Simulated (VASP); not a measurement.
# TaN (Fm-3m) in VASP: settings compared

TaN is run at these levels: LDA, PBEsol, r2SCAN; tasks: single point.

All numbers are computed with VASP 6.6.1; they aren't measurements. Logs are shortened: lines on timing, memory, paths and dates and some standing lists are left out, and cuts for length are marked.

## 1. The cell of the first run

The structure is cubic, space group Fm-3m (No. 225). Conventional cell: a = 4.423 Å, b = 4.423 Å, c = 4.423 Å, α = 90.00°, β = 90.00°, γ = 90.00°. Ta (site symmetry m-3m) has 6 N at 2.21 Å within 2.9 Å. N (site symmetry m-3m) has 6 Ta at 2.21 Å within 2.9 Å.

## 2. Single point, LDA, non-collinear spin, zero start, spin-orbit coupling

Input file INCAR:

```
PREC     = Accurate       # precision mode
ENCUT    = 520            # plane-wave cutoff, eV
EDIFF    = 1E-6           # SCF threshold, eV
ISMEAR   = -1             # smearing method
SIGMA    = 0.05           # smearing width, eV
LREAL    = False          # projectors in reciprocal space
LASPH    = True           # aspherical terms in the spheres
NELM     = 150            # most SCF steps
ALGO     = Normal         # electronic algorithm
ISIF     = 2              # what is computed and relaxed
LWAVE    = False          # write WAVECAR
LCHARG   = False          # write CHGCAR
MAGMOM   = 0 0 0 0 0 0    # initial moments
LORBIT   = 11             # projections on sites
LSORBIT  = True           # spin-orbit coupling
GGA_COMPAT= False        
LORBMOM  = True         
LMAXMIX  = 4              # l up to which the mixer works
NBANDS   = 28             # bands
```

Input file KPOINTS:

```
Automatic mesh
0
Gamma
  7 7 7
```

Input file POSCAR:

```
TaN
1.0
    0.0000000000      2.2113230000      2.2113230000
    2.2113230000      0.0000000000      2.2113230000
    2.2113230000      2.2113230000      0.0000000000
Ta N
1 1
Direct
    0.5000000000      0.5000000000      0.5000000000
    0.0000000000      0.0000000000      0.0000000000
```

Potentials or basis: VASP PAW LDA potentials, release 64 (Ta_pv, N).

Launch:

```console
> cat potpaw_LDA.64/Ta_pv/POTCAR potpaw_LDA.64/N/POTCAR > POTCAR
> mpirun -np 1 vasp_ncl > vasp.out
```

OUTCAR:

```text
PREC = Accurate
   ENCUT = 520
   EDIFF = 1E-6
   ISMEAR = -1
   LREAL = False
   LASPH = True
   NELM = 150
   ISIF = 2
   LORBIT = 11
   LSORBIT = True

 ion  position               nearest neighbor table
   1  0.500  0.500  0.500-   2 2.21   2 2.21   2 2.21   2 2.21   2 2.21   2 2.21
   2  0.000  0.000  0.000-   1 2.21   1 2.21   1 2.21   1 2.21   1 2.21   1 2.21

  LATTYP: Found a face centered cubic cell.
 ALAT       =     4.4226460000

  Lattice vectors:

 A1 = (   0.0000000000,   2.2113230000,   2.2113230000)
 A2 = (   2.2113230000,   0.0000000000,   2.2113230000)
 A3 = (   2.2113230000,   2.2113230000,   0.0000000000)

Analysis of symmetry for initial positions (statically):
=====================================================================
 Subroutine PRICEL returns:
 Original cell was already a primitive cell.

 Routine SETGRP: Setting up the symmetry group for a
 face centered cubic supercell.

 Subroutine GETGRP returns: Found 48 space group operations
 (whereof 48 operations were pure point group operations)
 out of a pool of 48 trial point group operations.

The static configuration has the point symmetry O_h .

Analysis of symmetry for dynamics (positions and initial velocities):
=====================================================================
 Subroutine PRICEL returns:
 Original cell was already a primitive cell.

 Routine SETGRP: Setting up the symmetry group for a
 face centered cubic supercell.

 Subroutine GETGRP returns: Found 48 space group operations
 (whereof 48 operations were pure point group operations)
 out of a pool of 48 trial point group operations.

The dynamic configuration has the point symmetry O_h .

Analysis of structural, dynamic, and magnetic symmetry:
=====================================================================
 Subroutine PRICEL returns:
 Original cell was already a primitive cell.

 Routine SETGRP: Setting up the symmetry group for a
 face centered cubic supercell.

 Subroutine GETGRP returns: Found 48 space group operations
 (whereof 48 operations were pure point group operations)
 out of a pool of 48 trial point group operations.

The overall configuration has the point symmetry O_h .

 Subroutine INISYM returns: Found 48 space group operations
 (whereof 48 operations are pure point group operations),
[... 791 lines left out ...]
      2.21132      2.21132      2.21132        -0.000000     -0.000000     -0.000000
      0.00000      0.00000      0.00000         0.000000      0.000000      0.000000
 -----------------------------------------------------------------------------------
    total drift:                               -0.000000     -0.000000     -0.000000

  FREE ENERGIE OF THE ION-ELECTRON SYSTEM (eV)
  ---------------------------------------------------
  free  energy   TOTEN  =       -24.8191629357 eV

  energy  without entropy=      -24.8128559549  energy(sigma->0) =      -24.81600945

 orbital moment (x)

 # of ion     p       d       tot
 ----------------------------------------
  1         0.000  -0.000  -0.000
  2         0.000   0.000   0.000
 ----------------------------------------
            0.000  -0.000  -0.000

 orbital moment (y)

 # of ion     p       d       tot
 ----------------------------------------
  1         0.000   0.000   0.000
  2         0.000   0.000   0.000
 ----------------------------------------
            0.000   0.000   0.000

 orbital moment (z)

 # of ion     p       d       tot
 ----------------------------------------
  1         0.000  -0.000  -0.000
  2         0.000   0.000   0.000
 ----------------------------------------
            0.000  -0.000  -0.000

 Spin-Orbit-Coupling matrix elements

 Ion:    1  E_soc:     -1.3702264
 l=   1
     0.0000000    -0.2071209    -0.2071209
    -0.2071209     0.0000000    -0.2071209
    -0.2071209    -0.2071209     0.0000000
 l=   2
     0.0000000    -0.0069804     0.0000000    -0.0069804    -0.0142697
    -0.0069804     0.0000000    -0.0107023    -0.0069804    -0.0035674
     0.0000000    -0.0107023     0.0000000    -0.0107023     0.0000000
    -0.0069804    -0.0069804    -0.0107023     0.0000000    -0.0035674
    -0.0142697    -0.0035674     0.0000000    -0.0035674     0.0000000
 l=   3
     0.0000000     0.0000000     0.0000000     0.0000000     0.0000000     0.0000000     0.0000000
     0.0000000     0.0000000     0.0000000     0.0000000     0.0000000     0.0000000     0.0000000
     0.0000000     0.0000000     0.0000000     0.0000000     0.0000000     0.0000000     0.0000000
     0.0000000     0.0000000     0.0000000     0.0000000     0.0000000     0.0000000     0.0000000
     0.0000000     0.0000000     0.0000000     0.0000000     0.0000000     0.0000000     0.0000000
     0.0000000     0.0000000     0.0000000     0.0000000     0.0000000     0.0000000     0.0000000
     0.0000000     0.0000000     0.0000000     0.0000000     0.0000000     0.0000000     0.0000000

 Ion:    2  E_soc:     -0.0004610
 l=   1
     0.0000000    -0.0000768    -0.0000768
    -0.0000768     0.0000000    -0.0000768
    -0.0000768    -0.0000768     0.0000000
 l=   2
     0.0000000     0.0000000     0.0000000     0.0000000     0.0000000
     0.0000000     0.0000000     0.0000000     0.0000000     0.0000000
     0.0000000     0.0000000     0.0000000     0.0000000     0.0000000
     0.0000000     0.0000000     0.0000000     0.0000000     0.0000000
     0.0000000     0.0000000     0.0000000     0.0000000     0.0000000
 l=   3
     0.0000000     0.0000000     0.0000000     0.0000000     0.0000000     0.0000000     0.0000000
     0.0000000     0.0000000     0.0000000     0.0000000     0.0000000     0.0000000     0.0000000
     0.0000000     0.0000000     0.0000000     0.0000000     0.0000000     0.0000000     0.0000000
     0.0000000     0.0000000     0.0000000     0.0000000     0.0000000     0.0000000     0.0000000
     0.0000000     0.0000000     0.0000000     0.0000000     0.0000000     0.0000000     0.0000000
     0.0000000     0.0000000     0.0000000     0.0000000     0.0000000     0.0000000     0.0000000
     0.0000000     0.0000000     0.0000000     0.0000000     0.0000000     0.0000000     0.0000000

 total charge

# of ion       s       p       d       tot
------------------------------------------
    1        0.271   6.213   2.450   8.934
    2        1.214   2.501   0.000   3.715
--------------------------------------------------
tot          1.485   8.714   2.450  12.649

 magnetization (x)

# of ion       s       p       d       tot
------------------------------------------
    1        0.000   0.000  -0.000  -0.000
    2       -0.000   0.000   0.000  -0.000
--------------------------------------------------
tot          0.000   0.000  -0.000  -0.000

 magnetization (y)

# of ion       s       p       d       tot
------------------------------------------
    1        0.000   0.000   0.000   0.000
    2       -0.000  -0.000   0.000  -0.000
--------------------------------------------------
tot         -0.000   0.000   0.000  -0.000

 magnetization (z)

# of ion       s       p       d       tot
------------------------------------------
    1        0.000  -0.000   0.000   0.000
    2       -0.000  -0.000   0.000  -0.000
--------------------------------------------------
tot         -0.000  -0.000   0.000   0.000
```

Wall time 25 s (1 thread of Intel Xeon 8259CL, shared host); peak memory 0.18 GiB.

What came out:

```
Free energy                                           : -24.8192 eV
Pressure                                              : -14.9 GPa
Net moment                                            : 0.00 μB per cell
Valence electrons inside the program's atomic spheres : Ta 8.93; N 3.71
```

Moments on the atoms (μB; x, y, z):
```
Ta  0.00 0.00 0.00
N   0.00 0.00 0.00
```

## 3. Single point, PBEsol, non-collinear spin, zero start, spin-orbit coupling

Input file INCAR:

```
PREC = Accurate ; ENCUT = 520
EDIFF = 1E-7 ; ISMEAR = -1
SIGMA = 0.05 ; LREAL = F
LASPH = T ; NELM = 150
ALGO = Normal ; ISIF = 2
LWAVE = F ; LCHARG = F
LNONCOLLINEAR = T ; MAGMOM = 0 0 0 0 0 0
LORBIT = 11 ; LSORBIT = T
GGA_COMPAT = F ; LORBMOM = T
LMAXMIX = 4 ; GGA = PS
NBANDS = 28
```

Input file KPOINTS:

```
regular mesh
0
Gamma
  7 7 7
```

POSCAR is that of step 2.

Potentials or basis: VASP PAW PBE potentials, release 64 (Ta_pv, N).

Launch:

```console
> cat potpaw_PBE.64/Ta_pv/POTCAR potpaw_PBE.64/N/POTCAR > POTCAR
> mpirun -np 1 vasp_ncl > vasp.out
```

Wall time 36 s (1 thread of Intel Xeon 8259CL, shared host); peak memory 0.2 GiB.

Results (log left out):

| Property | Result |
| --- | --- |
| Free energy | -23.8997 eV |
| Pressure | -9.3 GPa |
| Net moment | 0.00 μB per cell |
| Valence electrons inside the program's atomic spheres | Ta 8.92; N 3.74 |

Moments on the atoms (μB; x, y, z):
```
Ta  0.00 0.00 0.00
N   0.00 0.00 0.00
```

Caveat: the PAW data sets were made with another functional, which shifts forces and pressure a little.

## 4. Single point, r2SCAN

This run uses another cell than the first one, of 10.16 Å³/atom, 0.940 times its volume.

Input file POSCAR:

```
TaN
1.0
    0.0000000000      2.1661812927      2.1661812927
    2.1661812927      0.0000000000      2.1661812927
    2.1661812927      2.1661812927      0.0000000000
Ta N
1 1
Direct
    0.5000000000      0.5000000000      0.5000000000
    0.0000000000      0.0000000000      0.0000000000
```

Input file INCAR.step1:

```
SYSTEM = TaN
PREC = Accurate
ENCUT = 660
ISMEAR = -1
SIGMA = 0.05
LREAL = .FALSE.
LASPH = .TRUE.
NELM = 120
NBANDS = 16
GGA = PE
ALGO = Normal
EDIFF = 1E-5
LWAVE = .TRUE.
LCHARG = .FALSE.
GGA_COMPAT = .FALSE.
```

Input file INCAR.step2:

```
SYSTEM = TaN
PREC = Accurate
ENCUT = 660
EDIFF = 1E-6
ISMEAR = -1
SIGMA = 0.05
LREAL = .FALSE.
LASPH = .TRUE.
NELM = 120
ALGO = Normal
ISIF = 2
LWAVE = .FALSE.
LCHARG = .FALSE.
METAGGA = R2SCAN
LMIXTAU = .TRUE.
NBANDS = 16
ISTART = 1
GGA_COMPAT = .FALSE.
```

Input file KPOINTS:

```
regular mesh
0
G
  10 10 10
  0 0 0
```

Potentials or basis: VASP PAW PBE potentials, release 64 (Ta_sv_GW, N).

Launch:

```console
> cat potpaw_PBE.64/Ta_sv_GW/POTCAR potpaw_PBE.64/N/POTCAR > POTCAR
> cp INCAR.step1 INCAR
> mpirun -np 1 vasp_std > vasp.out
> cp INCAR.step2 INCAR
> mpirun -np 1 vasp_std > vasp.out
```

It took 40 s on 1 thread of Intel Xeon 6975P-C (Granite Rapids), shared host; peak memory 0.19 GiB.

Results (log left out):

```
Free energy            : -62.1763 eV
Pressure               : 17.0 GPa
Band gap on the k mesh : zero (band 9 reaches 16.66 eV, above the bottom of band 10 at 12.29 eV)
```

Levels at points of the mesh, in eV from the Fermi level:
```csv
k point,band 7,band 8,band 9,band 10,band 11,band 12
"(0.00, 0.00, 0.00)",-4.30,-4.30,-2.31,-2.31,-2.31,0.15
"(0.50, 0.00, 0.00)",-8.34,-8.34,2.05,2.05,2.19,4.15
"(0.50, 0.50, 0.00)",-5.95,-5.12,-5.12,2.37,3.80,3.80
```

Caveat: the PAW data sets were made with another functional, which shifts forces and pressure a little; spin-orbit coupling is left out, which moves the levels of the heavy elements.

## 5. Single point, r2SCAN

This run uses another cell than the first one, of 10.60 Å³/atom, 0.980 times its volume.

Input file POSCAR:

```
TaN
1.0
    0.0000000000      2.1964814589      2.1964814589
    2.1964814589      0.0000000000      2.1964814589
    2.1964814589      2.1964814589      0.0000000000
Ta N
1 1
Direct
    0.5000000000      0.5000000000      0.5000000000
    0.0000000000      0.0000000000      0.0000000000
```

Input file INCAR.step1:

```
ALGO = Normal ; EDIFF = 1E-5
ENCUT = 660 ; GGA = PE
GGA_COMPAT = False ; ISMEAR = -1
LASPH = True ; LCHARG = False
LREAL = False ; LWAVE = True
NBANDS = 16 ; NELM = 120
PREC = Accurate ; SIGMA = 0.05
```

Input file INCAR.step2:

```
ALGO = Normal ; EDIFF = 1E-6
ENCUT = 660 ; GGA_COMPAT = False
ISIF = 2 ; ISMEAR = -1
ISTART = 1 ; LASPH = True
LCHARG = False ; LMIXTAU = True
LREAL = False ; LWAVE = False
METAGGA = R2SCAN ; NBANDS = 16
NELM = 120 ; PREC = Accurate
SIGMA = 0.05
```

Input file KPOINTS:

```
k-points
0
Gamma
  10 10 10
```

Launch:

```console
> cat potpaw_PBE.64/Ta_sv_GW/POTCAR potpaw_PBE.64/N/POTCAR > POTCAR
> cp INCAR.step1 INCAR
> mpirun -np 1 vasp_std > vasp.out
> cp INCAR.step2 INCAR
> mpirun -np 1 vasp_std > vasp.out
```

Run time: 1.9 min. Hardware: 1 thread of Intel Xeon Platinum 8259CL at 2.50GHz (Skylake/Cascade Lake), shared host; peak memory 0.19 GiB.

Results (log left out):

- Free energy: -62.2232 eV
- Pressure: 0.6 GPa
- Band gap on the k mesh: zero (band 9 reaches 15.86 eV, above the bottom of band 10 at 11.75 eV)

Levels at points of the mesh, in eV from the Fermi level:
```
           k point  band 7  band 8  band 9  band 10  band 11  band 12
(0.00, 0.00, 0.00)   -4.17   -4.17   -2.19    -2.19    -2.19     0.14
(0.50, 0.00, 0.00)   -8.02   -8.02    1.92     1.92     2.05     4.01
(0.50, 0.50, 0.00)   -5.65   -5.02   -5.02     2.23     3.55     3.55
```

Caveat: the PAW data sets were made with another functional, which shifts forces and pressure a little; spin-orbit coupling is left out, which moves the levels of the heavy elements.

## 6. Single point, r2SCAN

This run uses another cell than the first one, of 11.25 Å³/atom, 1.040 times its volume.

Input file POSCAR:

```
TaN
1.0
    0.0000000000      2.2404226923      2.2404226923
    2.2404226923      0.0000000000      2.2404226923
    2.2404226923      2.2404226923      0.0000000000
Ta N
1 1
Direct
    0.5000000000      0.5000000000      0.5000000000
    0.0000000000      0.0000000000      0.0000000000
```

Input file INCAR.step1:

```
PREC = Accurate ; ENCUT = 660
ISMEAR = -1 ; SIGMA = 0.05
LREAL = F ; LASPH = T
NELM = 120 ; NBANDS = 16
GGA = PE ; ALGO = Normal
EDIFF = 1E-5 ; LWAVE = T
LCHARG = F ; GGA_COMPAT = F
```

Input file INCAR.step2:

```
PREC = Accurate ; ENCUT = 660
EDIFF = 1E-6 ; ISMEAR = -1
SIGMA = 0.05 ; LREAL = F
LASPH = T ; NELM = 120
ALGO = Normal ; ISIF = 2
LWAVE = F ; LCHARG = F
METAGGA = R2SCAN ; LMIXTAU = T
NBANDS = 16 ; ISTART = 1
GGA_COMPAT = F
```

Input file KPOINTS:

```
regular mesh
0
Gamma
  10 10 10
```

Potentials or basis: VASP PAW PBE potentials, release 64 (Ta_sv_GW, N).

Launch:

```console
> cat potpaw_PBE.64/Ta_sv_GW/POTCAR potpaw_PBE.64/N/POTCAR > POTCAR
> cp INCAR.step1 INCAR
> mpirun -np 1 vasp_std > vasp.out
> cp INCAR.step2 INCAR
> mpirun -np 1 vasp_std > vasp.out
```

It used 120 s of CPU time on 1 thread of AMD EPYC 7R13 Processor (Zen 3), on a shared host.

The run converged. Its results:

```
Free energy            : -62.1502 eV
Pressure               : -17.9 GPa
Band gap on the k mesh : zero (band 9 reaches 14.76 eV, above the bottom of band 10 at 11.00 eV)
```

Levels at points of the mesh, in eV from the Fermi level:
| k point | band 7 | band 8 | band 9 | band 10 | band 11 | band 12 |
| --- | --- | --- | --- | --- | --- | --- |
| (0.00, 0.00, 0.00) | -3.99 | -3.99 | -2.03 | -2.03 | -2.03 | 0.13 |
| (0.50, 0.00, 0.00) | -7.57 | -7.57 | 1.73 | 1.73 | 1.86 | 3.83 |
| (0.50, 0.50, 0.00) | -5.24 | -4.87 | -4.87 | 2.05 | 3.21 | 3.21 |

Caveat: the PAW data sets were made with another functional, which shifts forces and pressure a little; spin-orbit coupling is left out, which moves the levels of the heavy elements.

## 7. The runs side by side

| level | potentials or basis | spin | cell | k mesh | cutoff (eV) | second run | gap on the mesh (eV) | pressure (GPa) | moment (μB) |
| --- | --- | --- | --- | --- | --- | --- | --- | --- | --- |
| LDA | VASP PAW LDA potentials, release 64 (Ta_pv, N) | non-collinear, zero start, SOC | a = 3.127 Å, angles 60.0°, 2 atoms | 7 × 7 × 7 | 520 | - | - | -14.9 | 0.00 |
| PBEsol | VASP PAW PBE potentials, release 64 (Ta_pv, N) | non-collinear, zero start, SOC | a = 3.127 Å, angles 60.0°, 2 atoms | 7 × 7 × 7 | 520 | - | - | -9.3 | 0.00 |
| r2SCAN | VASP PAW PBE potentials, release 64 (Ta_sv_GW, N) | off | a = 3.063 Å, angles 60.0°, 2 atoms | 10 × 10 × 10 | 660 | valence_matched | none | 17.0 | - |
| r2SCAN | VASP PAW PBE potentials, release 64 (Ta_sv_GW, N) | off | a = 3.106 Å, angles 60.0°, 2 atoms | 10 × 10 × 10 | 660 | valence_matched | none | 0.6 | - |
| r2SCAN | VASP PAW PBE potentials, release 64 (Ta_sv_GW, N) | off | a = 3.168 Å, angles 60.0°, 2 atoms | 10 × 10 × 10 | 660 | valence_matched | none | -17.9 | - |

Alike in all rows: task single point; smearing fermi-dirac 0.05 eV.

Caveats: the PAW data sets were made with another functional, which shifts forces and pressure a little (some runs); spin-orbit coupling is left out, which moves the levels of the heavy elements (some runs).

Total energies depend on the potentials used, so only differences within one code and one set of settings carry meaning.
